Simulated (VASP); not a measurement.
**Mg16O17 (a cell with a defect) (O interstitial hop between voids): single point with PBE**

The system is Mg16O17 (a cell with a defect) (O interstitial hop between voids).

```
Mg O
1.0
    -4.25438    4.25438    4.25438
     4.25438   -4.25438    4.25438
     4.25438    4.25438   -4.25438
Mg O
16 17
Direct
  0.99074 0.01456 0.01507
  0.99197 0.24970 0.75021
  0.99334 0.48481 0.48529
  0.99205 0.74967 0.25019
  0.25821 0.01454 0.75021
  0.24178 0.24900 0.49997
  0.24173 0.49935 0.24943
  0.25823 0.74970 0.01512
  0.49200 0.99994 0.49974
  0.49205 0.24966 0.25020
  0.49203 0.49926 0.00047
  0.49206 0.74967 0.75020
  0.74253 0.00012 0.25097
  0.74242 0.25037 0.00063
  0.72589 0.48503 0.75020
  0.72586 0.74968 0.48528
  0.99204 0.99837 0.50149
  0.99197 0.24962 0.25014
  0.99212 0.50104 0.99890
  0.08935 0.74960 0.75021
  0.24076 0.99835 0.24758
  0.24074 0.24707 0.99890
  0.24839 0.49030 0.75020
  0.24839 0.74967 0.49072
  0.50785 0.00915 0.00966
  0.49196 0.24983 0.75020
  0.47624 0.49029 0.49086
  0.49205 0.74968 0.25024
  0.73556 0.00908 0.75019
  0.74342 0.25235 0.50151
  0.74335 0.50098 0.25280
  0.73561 0.74967 0.00956
  0.89498 0.74979 0.75019
```

```yaml
Program: VASP 6.6.1
Task: single point
Functional: PBE
Potentials_or_basis: VASP PAW PBE potentials, release 64 (Mg, O)
Cutoff: 520 eV
k_mesh: 1 × 1 × 1, shifted
Occupations: fermi-dirac, width 0.01 eV
Spin: no spin polarisation
```

```json
{"Pressure": "6.5 GPa", "Largest force": "0.265 eV/Å", "Band gap on the k mesh": "5.40 eV"}
```

Forces on the atoms (eV/Å):
```
Mg  -0.003 -0.006 -0.007
Mg  -0.001  0.000  0.004
Mg   0.001  0.011  0.009
Mg   0.000 -0.001  0.000
Mg  -0.010  0.009 -0.002
Mg   0.001 -0.008  0.002
Mg   0.004  0.004 -0.006
Mg  -0.012 -0.002  0.010
Mg   0.010  0.003  0.002
Mg   0.001  0.000  0.000
Mg   0.005 -0.003  0.001
Mg   0.004 -0.004 -0.002
Mg  -0.002 -0.006 -0.005
Mg  -0.002 -0.009  0.003
Mg   0.001 -0.001 -0.009
Mg   0.008  0.007 -0.008
O    0.002 -0.003  0.001
O    0.002  0.005  0.004
O    0.002  0.001 -0.009
O   -0.142  0.140  0.152
O    0.006  0.002  0.000
O    0.004 -0.002  0.002
O   -0.005  0.005 -0.003
O   -0.003  0.000  0.002
O    0.000  0.003  0.001
O   -0.010  0.011 -0.002
O   -0.006 -0.002  0.004
O   -0.003 -0.002  0.003
O   -0.003  0.003  0.005
O   -0.002 -0.003 -0.007
O   -0.002 -0.004  0.000
O    0.001  0.007  0.002
O    0.155 -0.155 -0.148
```

Stress tensor (GPa, compression positive):
```
 6.50 -1.62 -1.62
-1.62  6.50  1.62
-1.62  1.62  6.50
```

Levels at points of the mesh, in eV from the valence-band top:
```
           k point  band 65  band 66  band 67  band 68  band 69  band 70
(0.25, 0.25, 0.25)    -0.51     0.00     0.00     5.40     6.61     6.61
```

Wall time 76 s on 1 thread of AMD EPYC 9R14 (Zen 4), with other jobs on the host, peak memory 0.37 GiB.

Caveat: the k points lie up to 1.04 Å⁻¹ apart.
